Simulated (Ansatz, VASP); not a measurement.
## One calculation of K, two programs

Contents of INCAR:

```
SYSTEM = K
PREC     = Accurate       ! precision mode
ENCUT    = 520            ! plane-wave cutoff, eV
EDIFF    = 1E-6           ! SCF threshold, eV
ISMEAR   = -1             ! smearing method
SIGMA    = 0.1            ! smearing width, eV
LREAL    = .FALSE.        ! projectors in reciprocal space
LASPH    = .TRUE.         ! aspherical terms in the spheres
NELM     = 80             ! most SCF steps
ALGO     = Normal         ! electronic algorithm
ISIF     = 2              ! what is computed and relaxed
LWAVE    = .FALSE.        ! write WAVECAR
LCHARG   = .FALSE.        ! write CHGCAR
GGA      = PE             ! functional
NBANDS   = 10             ! bands
```

KPOINTS

```
Automatic mesh
0
G
  10 10 10
  0 0 0
```

POSCAR

```
K
1.0
   -2.6417089868      2.6417089868      2.6417089868
    2.6417089868     -2.6417089868      2.6417089868
    2.6417089868      2.6417089868     -2.6417089868
K
1
Direct
    0.0000000000      0.0000000000      0.0000000000
```

Input for Ansatz:

```yaml
crystal:
  lattice:
    - [-2.6417089868, 2.6417089868, 2.6417089868]
    - [2.6417089868, -2.6417089868, 2.6417089868]
    - [2.6417089868, 2.6417089868, -2.6417089868]
  atoms:
    - { symbol: K, position: [0.0, 0.0, 0.0] }
kpoints:
  mp_grid: { grid: [10, 10, 10] }
scf:
  occupations: { method: fermi_dirac, width: 0.1 }
hamiltonian:
  xc: pbe
  pseudopotentials: { kind: nc }
output:
  forces: true
  stress: true
  eigenvalues: true
```

Change from the starting cell: volume scaled by 1, norm-conserving files.

Alike in both runs: task single point; functional PBE; k mesh 10 × 10 × 10; occupations fermi-dirac, width 0.1 eV; no spin polarisation.

|  | VASP | Ansatz |
| --- | --- | --- |
| version | VASP 6.6.1 | Ansatz 0.2.0 |
| potentials or method | VASP PAW PBE potentials, release 64 (K_sv) | norm-conserving pseudopotentials, scalar-relativistic |
| plane-wave cutoff (eV) | 520 | 850 |
| valence electrons in the cell | 9 | 9 |

|  | VASP | Ansatz | Ansatz less VASP |
| --- | --- | --- | --- |
| pressure (GPa) | 0.0 | 0.0 | +0.01 |

With one functional, cell and mesh, what is left measures potentials, basis and numerics.
